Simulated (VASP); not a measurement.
# PtSe2 (P-3m1) in VASP: further runs

PtSe2 is run at these levels: PBEsol; tasks: single point, relaxation of cell and atoms.

All numbers are computed with VASP 6.6.1; they aren't measurements. Logs are shortened: lines on timing, memory, paths and dates and some standing lists are left out, and cuts for length are marked.

### Step 1. The cell of the first run

It takes space group P-3m1 (No. 164, trigonal). Conventional cell: a = 3.872 Å, b = 3.872 Å, c = 4.781 Å, α = 90.00°, β = 90.00°, γ = 120.00°. Pt (site symmetry -3m) has 6 Se at 2.56 Å within 3.4 Å. Within 3.4 Å of Se (site symmetry 3m) lie 3 Pt at 2.56 Å and 6 Se at 3.21 to 3.34 Å.

### Step 2. Single point, PBEsol (biaxial strain in the a-b plane: +3.0 %)

Contents of INCAR:

```
  PREC = Accurate
  ENCUT = 520
  EDIFF = 1E-6
  ISMEAR = 0
  SIGMA = 0.1
  LREAL = F
  LASPH = T
  NELM = 80
  ALGO = Normal
  ISIF = 2
  LWAVE = F
  LCHARG = F
  GGA = PS
  NBANDS = 18
```

Contents of KPOINTS:

```
Automatic mesh
0
Gamma
  18 18 12
```

Contents of POSCAR:

```
PtSe2
1.0
    3.8721418746      0.0000000000      0.0000000000
   -1.9360709373      3.3533732305      0.0000000000
    0.0000000000      0.0000000000      4.7809210686
Pt Se
1 2
Direct
    0.0000000000      0.0000000000      0.0000000000
    0.6666666667      0.3333333333      0.7403952147
    0.3333333333      0.6666666667      0.2596047853
```

Potentials or basis: VASP PAW PBE potentials, release 64 (Pt, Se).

The run is started by

```sh
$ cat potpaw_PBE.64/Pt/POTCAR potpaw_PBE.64/Se/POTCAR > POTCAR
$ mpirun -np 1 vasp_std > vasp.out
```

OUTCAR:

```text
PREC = Accurate
   ENCUT = 520
   EDIFF = 1E-6
   ISMEAR = 0
   LREAL = F
   LASPH = T
   NELM = 80
   ISIF = 2
   GGA = PS

 ion  position               nearest neighbor table
   1  0.000  0.000  0.000-   2 2.56   3 2.56   2 2.56   3 2.56   2 2.56   3 2.56
   2  0.667  0.333  0.740-   1 2.56   1 2.56   1 2.56
   3  0.333  0.667  0.260-   1 2.56   1 2.56   1 2.56

  LATTYP: Found a hexagonal cell.
 ALAT       =     3.8721418746
 C/A-ratio  =     1.2346967708

  Lattice vectors:

 A1 = (   3.8721418746,   0.0000000000,   0.0000000000)
 A2 = (  -1.9360709373,   3.3533732305,   0.0000000000)
 A3 = (   0.0000000000,   0.0000000000,   4.7809210686)

Analysis of symmetry for initial positions (statically):
=====================================================================
 Subroutine PRICEL returns:
 Original cell was already a primitive cell.

 Routine SETGRP: Setting up the symmetry group for a
 hexagonal supercell.

 Subroutine GETGRP returns: Found 12 space group operations
 (whereof 12 operations were pure point group operations)
 out of a pool of 24 trial point group operations.

The static configuration has the point symmetry D_3d.

Analysis of symmetry for dynamics (positions and initial velocities):
=====================================================================
 Subroutine PRICEL returns:
 Original cell was already a primitive cell.

 Routine SETGRP: Setting up the symmetry group for a
 hexagonal supercell.

 Subroutine GETGRP returns: Found 12 space group operations
 (whereof 12 operations were pure point group operations)
 out of a pool of 24 trial point group operations.

The dynamic configuration has the point symmetry D_3d.

 Subroutine INISYM returns: Found 12 space group operations
 (whereof 12 operations are pure point group operations),
 and found     1 'primitive' translations

----------------------------------------------------------------------------------------

                                     Primitive cell

  volume of cell :      62.0790

  direct lattice vectors                    reciprocal lattice vectors
     3.872141875  0.000000000  0.000000000     0.258255000  0.149103594  0.000000000
    -1.936070937  3.353373230  0.000000000     0.000000000  0.298207188  0.000000000
     0.000000000  0.000000000  4.780921069     0.000000000  0.000000000  0.209164717

  length of vectors
     3.872141875  3.872141875  4.780921069     0.298207188  0.298207188  0.209164717

  position of ions in fractional coordinates (direct lattice)
     0.000000000  0.000000000  0.000000000
     0.666666667  0.333333333  0.740395215
     0.333333333  0.666666667  0.259604785

  ion indices of the primitive-cell ions
   primitive index   ion index
                 1           1
                 2           2
                 3           3

----------------------------------------------------------------------------------------

 KPOINTS: Automatic mesh

Automatic generation of k-mesh.
 Grid dimensions read from file:
 generate k-points for:   18   18   12

 Generating k-lattice:

  Cartesian coordinates                     Fractional coordinates (reciprocal lattice)
     0.014347500  0.008283533  0.000000000     0.055555556  0.000000000  0.000000000
     0.000000000  0.016567066  0.000000000     0.000000000  0.055555556  0.000000000
     0.000000000  0.000000000  0.017430393     0.000000000  0.000000000  0.083333333

  Length of vectors
     0.016567066  0.016567066  0.017430393

  Shift w.r.t. Gamma in fractional coordinates (k-lattice)
     0.000000000  0.000000000  0.000000000

 Subroutine IBZKPT returns following result:
 ===========================================

 Found    394 irreducible k-points:

 Following reciprocal coordinates:
            Coordinates               Weight
  0.000000  0.000000  0.000000      1.000000
  0.055556  0.000000  0.000000      6.000000
  0.111111  0.000000  0.000000      6.000000
  0.166667  0.000000  0.000000      6.000000
  0.222222  0.000000  0.000000      6.000000
  0.277778  0.000000  0.000000      6.000000
[... 16 lines left out ...]
  0.333333  0.111111  0.000000     12.000000
  0.388889  0.111111  0.000000     12.000000
 [... further k-points ...]
   k-points           NKPTS =    394   k-points in BZ     NKDIM =    394   number of bands    NBANDS=     18
   number of dos      NEDOS =    301   number of ions     NIONS =      3
   total plane-waves  NPLWV =  32400
   dimension x,y,z NGX =    30 NGY =   30 NGZ =   36
   dimension x,y,z NGXF=    60 NGYF=   60 NGZF=   72
   ions per type =               1   2
   NGX,Y,Z   is equivalent  to a cutoff of  12.88, 12.88, 12.52 a.u.
   NGXF,Y,Z  is equivalent  to a cutoff of  25.76, 25.76, 25.04 a.u.
 SYSTEM =  unknown system
   PREC   = accura    normal or accurate (medium, high low for compatibility)
   ISTART =      0    job   : 0-new  1-cont  2-samecut
   ICHARG =      2    charge: 1-file 2-atom 10-const
   ISPIN  =      1    spin polarized calculation?
   LNONCOLLINEAR =      F non collinear calculations
   LSORBIT =      F    spin-orbit coupling
   LASPH  =      T    aspherical Exc in radial PAW
   ENCUT  =  520.0 eV  38.22 Ry    6.18 a.u.   7.20  7.20  8.89*2*pi/ulx,y,z
   NELM   =     80;   NELMIN=  2; NELMDL= -5     # of ELM steps
   EDIFF  = 0.1E-05   stopping-criterion for ELM
   LREAL  =      F    real-space projection
[... 7 lines left out ...]
   TEBEG  =    0.0;   TEEND  =   0.0 temperature during run
   PSTRESS=    0.0 pullay stress
   NELECT =      22.0000    total number of electrons
   NUPDOWN=      -1.0000    fix difference up-down
   EMIN   =  10.00;   EMAX   =-10.00  energy-range for DOS
   EFERMI =   0.00;   METHOD = LEGACY
   ISMEAR =     0;   SIGMA  =   0.10  broadening in eV -4-tet -1-fermi 0-gaus
   EFERMI_NEDOS =   21; number of points for ismear=-14 and -15
   IALGO  =     38    algorithm
   IMIX   =      4    mixing-type and parameters
     AMIX     =   0.40;   BMIX     =  1.00
     AMIX_MAG =   1.60;   BMIX_MAG =  1.00
  volume/ion in A,a.u.               =      20.69       139.64
  Fermi-wavevector in a.u.,A,eV,Ry     =   1.158513  2.189272 18.261084  1.342152
  Thomas-Fermi vector in A             =   2.295114
   LORBIT       =      0    0 simple, 1 ext, 2 COOP (PROOUT), +10 PAW based schemes
   GGA     = PS    functional components
   LHFCALC =     F    Hartree Fock is set to
   AEXX    =    0.0000 exact exchange contribution
   IVDW    =     0    specifies the selected vdW correction
   LEPSILON=     F    determine dielectric tensor
   LRPA    =     F    only Hartree local field effects (RPA)
 non-spin polarized calculation
 Gauss-broadening in eV      SIGMA  =   0.10
  energy-cutoff  :      520.00
  volume of cell :       62.08
 maximum number of plane-waves:      1695
 NGX is ok and might be reduce to    30
   NGX = 15   NGY = 15   NGZ = 17

 number of electron      22.0000001 magnetization

 Free energy of the ion-electron system (eV)
  ---------------------------------------------------
  ext. energy  EPLUGINS =         0.00000000
  ---------------------------------------------------
  free energy    TOTEN  =       -15.83319539 eV

  energy without entropy =      -15.82864490  energy(sigma->0) =      -15.83092015

 E-fermi :   5.9446     XC(G=0): -10.7698

 val. band max:        5.9436283664   @ k =   0.3333   0.3333   0.0000
 cond. band min:       5.9489325124   @ k =   0.3333   0.2778   0.0000
 fundamental gap:      0.0053041460
 Fermi energy:         5.9446144541

 k-point     1 :       0.0000    0.0000    0.0000
  band No.  band energies     occupation
      1      -9.3806      2.00000
      2      -6.3956      2.00000
      3      -0.6836      2.00000
      4      -0.0874      2.00000
      5      -0.0874      2.00000
      6       2.4097      2.00000
[... 10 lines left out ...]
     17      13.0615      0.00000
     18      17.2380      0.00000

 k-point     2 :       0.0556    0.0000    0.0000
  band No.  band energies     occupation
      1      -9.3499      2.00000
      2      -6.4165      2.00000
      3      -0.6449      2.00000
      4      -0.0658      2.00000
      5      -0.0512      2.00000
      6       2.3684      2.00000
[... 10 lines left out ...]
     17      13.1569      0.00000
     18      16.8339      0.00000

 k-point     3 :       0.1111    0.0000    0.0000
  band No.  band energies     occupation
      1      -9.2588      2.00000
      2      -6.4770      2.00000
      3      -0.5316      2.00000
      4      -0.0025      2.00000
      5       0.0551      2.00000
      6       2.2237      2.00000
[... 10 lines left out ...]
     17      13.4239      0.00000
     18      15.8830      0.00000

 k-point     4 :       0.1667    0.0000    0.0000
  band No.  band energies     occupation
      1      -9.1114      2.00000
      2      -6.5710      2.00000
      3      -0.3523      2.00000
      4       0.0982      2.00000
      5       0.2239      2.00000
      6       1.9118      2.00000
[... 375 lines left out ...]
      4       0.3975      2.00000
      5       0.8516      2.00000
      6       1.0711      2.00000
[... 10 lines left out ...]
     17      13.8144      0.00000
     18      14.7561      0.00000

 k-point    23 :       0.3333    0.1111    0.0000
  band No.  band energies     occupation
      1      -8.0937      2.00000
      2      -7.1606      2.00000
      3      -0.3941      2.00000
      4       0.5052      2.00000
      5       1.0435      2.00000
      6       1.3158      2.00000
[... 10 lines left out ...]
     17      14.3801      0.00000
     18      14.7063      0.00000

 k-point    24 :       0.3889    0.1111    0.0000
  band No.  band energies     occupation
      1      -7.8573      2.00000
      2      -7.3219      2.00000
      3      -0.6704      2.00000
      4       0.5800      2.00000
      5       1.1749      2.00000
      6       1.4793      2.00000
[... 10 lines left out ...]
     17      14.5047      0.00000
     18      15.3011      0.00000

 [... further k-points ...]

------------------------ aborting loop because EDIFF is reached ----------------------------------------

  FORCE on cell =-STRESS in cart. coord.  units (eV):
  Direction    XX          YY          ZZ          XY          YZ          ZX
  --------------------------------------------------------------------------------------
  -------------------------------------------------------------------------------------
  Total       -2.8846593     -2.8846593     -1.0239727      0.0000000      0.0000000      0.0000000
  in kB      -74.4492605    -74.4492605    -26.4273869      0.0000000      0.0000000      0.0000000
  external PRESSURE =     -58.4419693 kB  Pullay stress =       0.0000000 kB

 VOLUME and BASIS-vectors are now :
 -----------------------------------------------------------------------------
  energy-cutoff  :      520.00
  volume of cell :       62.08
      direct lattice vectors                 reciprocal lattice vectors
     3.872141875  0.000000000  0.000000000     0.258255000  0.149103594  0.000000000
    -1.936070937  3.353373230  0.000000000     0.000000000  0.298207188  0.000000000
     0.000000000  0.000000000  4.780921069     0.000000000  0.000000000  0.209164717

 POSITION                                       TOTAL-FORCE (eV/Angst)
 -----------------------------------------------------------------------------------
      0.00000      0.00000      0.00000         0.000000      0.000000      0.000000
      1.93607      1.11779      3.53977        -0.000000     -0.000000      0.279252
     -0.00000      2.23558      1.24115         0.000000      0.000000     -0.279252
 -----------------------------------------------------------------------------------
    total drift:                               -0.000000      0.000000      0.000000

  FREE ENERGIE OF THE ION-ELECTRON SYSTEM (eV)
  ---------------------------------------------------
  free  energy   TOTEN  =       -15.8331953928 eV

  energy  without entropy=      -15.8286449047  energy(sigma->0) =      -15.83092015
```

Wall time 5.2 min (1 thread of Intel Xeon Platinum 8259CL at 2.50GHz (Skylake/Cascade Lake), shared host); peak memory 0.52 GiB.

Results:

```
Free energy            : -15.8332 eV
Pressure               : -5.8 GPa
Largest force          : 0.279 eV/Å
Band gap on the k mesh : zero (bands 11 and 12 overlap by 0.92 eV)
```

Forces on the atoms (eV/Å):
```
Pt   0.000  0.000  0.000
Se   0.000  0.000  0.279
Se   0.000  0.000 -0.279
```

Stress tensor (GPa, compression positive):
```
-7.44  0.00  0.00
 0.00 -7.44  0.00
 0.00  0.00 -2.64
```

Levels at points of the mesh, in eV from the Fermi level:
```tsv
k point	band 9	band 10	band 11	band 12	band 13	band 14
(0.00, 0.00, 0.00)	-1.02	-1.02	0.80	1.08	1.08	3.28
(0.50, 0.00, 0.00)	-3.17	-3.13	-2.75	0.51	2.43	4.73
(0.00, 0.00, 0.50)	-1.67	-1.67	-1.65	2.23	2.23	4.96
(0.50, 0.00, 0.50)	-2.87	-2.64	-0.94	0.70	1.24	4.88
```

Caveat: the cell differs from its parent crystal (biaxial strain in the a-b plane: +3.0 %); the cell stands under tension; the PAW data sets were made with another functional, which shifts forces and pressure a little; spin-orbit coupling is left out, which moves the levels of the heavy elements.

[end of part 1 of 2]

The gap in the log of VASP goes by the Fermi energy; the results here count the filled bands.